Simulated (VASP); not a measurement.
BP:

```
CELL_PARAMETERS angstrom
0.00000 2.26900 2.26900
2.26900 0.00000 2.26900
2.26900 2.26900 0.00000
ATOMIC_POSITIONS crystal
P 0.75000 0.75000 0.75000
B 0.00000 0.00000 0.00000
```

* Program: VASP 6.6.1
* Task: relaxation of cell and atoms
* Functional: RPBE
* Dispersion: D4
* Potentials or basis: VASP PAW PBE potentials, release 64 (P, B)
* Cutoff: 600 eV
* k mesh: 10 × 10 × 10
* Occupations: fermi-dirac, width 0.05 eV
* Spin: no spin polarisation

At the start: pressure -8.6 GPa; volume 11.68 Å³/atom.

Question: How do energy, volume and symmetry change on relaxing?

Answer: Over 3 steps the energy falls by 17.2 meV/atom and the volume is 11.07 Å³/atom (-5.2 %); space group F-43m (No. 216, to 0.05 Å).

The path:
| step | energy change (eV) | largest force (eV/Å) | pressure (GPa) | volume (Å³) |
| --- | --- | --- | --- | --- |
| 1 | 0.0000 | 0.0000 | -8.64 | 23.36 |
| 2 | -0.0151 | 0.0000 | 7.58 | 21.30 |
| 3 | -0.0344 | 0.0000 | -0.02 | 22.15 |

Final structure:
```
P B
1.0
     0.00000    2.22893    2.22893
     2.22893    0.00000    2.22893
     2.22893    2.22893    0.00000
P B
1 1
Direct
  0.75000 0.75000 0.75000
  0.00000 0.00000 0.00000
```

Caveat: the PAW data sets were made with another functional, which shifts forces and pressure a little.
